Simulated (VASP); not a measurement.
A run of VASP 6.6.1 is set up as follows.

Contents of INCAR:

```
SYSTEM = Cu3O
PREC = Accurate ; ENCUT = 600
EDIFF = 1E-7 ; ISMEAR = 0
SIGMA = 0.1 ; LREAL = .False.
LASPH = .True. ; NELM = 60
ALGO = Normal ; ISIF = 3
LWAVE = .False. ; LCHARG = .False.
GGA = PE ; IBRION = 2
NSW = 100 ; EDIFFG = -0.01
```

KPOINTS

```
Automatic mesh
0
Gamma
  14 14 14
  0 0 0
```

POSCAR

```
Cu3O
1.0
    0.0000000000      2.8394418700      2.8394418700
    2.8394418700      0.0000000000      2.8394418700
    2.8394418700      2.8394418700      0.0000000000
Cu O
3 1
Direct
    0.2500000000      0.2500000000      0.2500000000
    0.7500000000      0.7500000000      0.7500000000
    0.5000000000      0.5000000000      0.5000000000
    0.0000000000      0.0000000000      0.0000000000
```

Potentials or basis: VASP PAW PBE potentials, release 64 (Cu, O).

The run is started by

```console
$ cat potpaw_PBE.64/Cu/POTCAR potpaw_PBE.64/O/POTCAR > POTCAR
$ mpirun -np 1 vasp_std > vasp.out
```

Problem. Estimate the space group after relaxing (to 0.1 Å).

Solution. Fm-3m (No. 225).

Problem. What does it give for the relaxed cell?

Solution. a = 3.985 Å, b = 3.985 Å, c = 3.985 Å, α = 60.00°, β = 60.00°, γ = 60.00°.

Final structure:
```
Cu O
1.0
     0.00000    2.81756    2.81756
     2.81756    0.00000    2.81756
     2.81756    2.81756    0.00000
Cu O
3 1
Direct
  0.25000 0.25000 0.25000
  0.75000 0.75000 0.75000
  0.50000 0.50000 0.50000
  0.00000 0.00000 0.00000
```
